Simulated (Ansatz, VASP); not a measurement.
# Two plane-wave programs on C

```xyz
2
Lattice="0.0000 1.7858 1.7858 1.7858 0.0000 1.7858 1.7858 1.7858 0.0000" Properties=species:S:1:pos:R:3 pbc="T T T"
C     0.0000    0.0000    0.0000
C     0.8929    0.8929    0.8929
```

Alike in both runs: task electric field gradients; functional PBEsol; k mesh 13 × 13 × 13; occupations fermi-dirac, width 0.05 eV; no spin polarisation.

```csv
,VASP,Ansatz
version,VASP 6.6.1,Ansatz 0.2.0
potentials or method,"VASP PAW PBE potentials, release 64 (C_h)","PAW with Ansatz's default frozen-core files, scalar-relativistic"
plane-wave cutoff (eV),910,420
valence electrons in the cell,8,8
```

|  | VASP | Ansatz | Ansatz less VASP |
| --- | --- | --- | --- |
| gap on the k mesh at the Fermi level (eV) | 4.01 | 4.01 | +0.001 |

VASP's potentials were made for PBE, not for PBEsol.

Noted on VASP's run: the cutoff is short for stress, so the pressure is rough.
